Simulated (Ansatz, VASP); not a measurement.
Ru: VASP beside Ansatz

```
Ru
1.0
     2.70580    0.00000    0.00000
    -1.35290    2.34329    0.00000
     0.00000    0.00000    4.15344
Ru
2
Cartesian
  0.0000 1.5622 1.0384
  1.3529 0.7811 3.1151
```

Change from the starting cell: z stretched by -3 %, ions relaxed.

Alike in both runs: functional PBE; k mesh 20 × 20 × 11; occupations fermi-dirac, width 0.05 eV; no spin polarisation.

Ansatz relaxed the structure, and its values are those at the end. VASP's run is a single point on that final structure, the one shown.

```csv
,VASP,Ansatz
version,VASP 6.6.1,Ansatz 0.2.0
potentials or method,"VASP PAW PBE potentials, release 64 (Ru_pv)","plane-wave PAW, scalar-relativistic"
plane-wave cutoff (eV),500,420
valence electrons in the cell,28,32
```

VASP gave:

```
pressure (GPa) : 16.2
```

Question: Estimate Ansatz's values.

Answer: Pressure (GPa): 16.3.

With one functional, cell and mesh, what is left measures potentials, basis and numerics. VASP's potentials hold 28 valence electrons a cell and Ansatz's 32, so a difference there can come from the potentials and not from the codes. Ansatz's warnings: stress scf threshold loose.
